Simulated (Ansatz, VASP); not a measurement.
## SiPd3Pt in VASP and in Ansatz

Contents of INCAR:

```
ALGO = Normal
EDIFF = 1E-6
EDIFFG = -0.04
ENCUT = 600
GGA = PE
IBRION = 2
ISIF = 3
ISMEAR = 0
LASPH = True
LCHARG = False
LREAL = False
LWAVE = False
NELM = 80
NSW = 90
PREC = Accurate
SIGMA = 0.1
```

Contents of KPOINTS:

```
k-points
0
Gamma
  4 4 4
```

File POSCAR:

```
SiPd3Pt
1.0
    3.9993055000      0.0000000000      0.0000000000
    0.0000000000      3.9993055000      0.0000000000
    0.0000000000      0.0000000000      3.9993055000
Si Pd Pt
1 3 1
Direct
    0.5000000000      0.5000000000      0.5000000000
    0.0000000000      0.5000000000      0.5000000000
    0.5000000000      0.0000000000      0.5000000000
    0.5000000000      0.5000000000      0.0000000000
    0.0000000000      0.0000000000      0.0000000000
```

Input for Ansatz:

```yaml
crystal:
  lattice:
    - [3.9993055, 0.0, 0.0]
    - [0.0, 3.9993055, 0.0]
    - [0.0, 0.0, 3.9993055]
  atoms:
    - { symbol: Si, position: [0.5, 0.5, 0.5] }
    - { symbol: Pd, position: [0.0, 0.5, 0.5] }
    - { symbol: Pd, position: [0.5, 0.0, 0.5] }
    - { symbol: Pd, position: [0.5, 0.5, 0.0] }
    - { symbol: Pt, position: [0.0, 0.0, 0.0] }
basis:
  ecutwfc: 420
kpoints:
  mp_grid: { grid: [4, 4, 4] }
hamiltonian:
  xc: pbe
scf:
  occupations: { method: gaussian, width: 0.1 }
  lower_state_search: "off"
output:
  forces: true
  stress: true
  eigenvalues: true
relax:
  adjacent_minimum: "off"
  f_tol: 0.04
  max_steps: 70
  cell: { stress_tol: 0.4 }
```

Change from the starting cell: species swapped into the Mn3GaC type (Pm-3m, No. 221).

Alike in both runs: task relaxation of cell and atoms; functional PBE; k mesh 4 × 4 × 4; occupations gaussian, width 0.1 eV; no spin polarisation.

|  | VASP | Ansatz |
| --- | --- | --- |
| version | VASP 6.6.1 | Ansatz 0.2.0 |
| potentials or method | VASP PAW PBE potentials, release 64 (Si, Pd, Pt), cutoff 600 eV | scalar-relativistic, plane waves, PAW |
| valence electrons in the cell | 44 | 76 |

```csv
,VASP,Ansatz,Ansatz less VASP
"gap on the k mesh at the Fermi level, each at its own relaxed structure (eV)",none,none,-
relaxed volume (Å³/atom),17.65,17.58,-0.071
relaxed cell length with the largest relative difference (Å),4.452,4.446,-0.0060
```

A gap of «none» marks a metal or a gap that the smearing closes. VASP's potentials hold 44 valence electrons a cell and Ansatz's 76, so a difference there can come from the potentials and not from the codes.

The k mesh is coarse, so the values compare programs but aren't converged. Spin-orbit coupling is off throughout. Noted on VASP's run: the volume moved by over 15 % at a fixed basis, so the end points are rough.
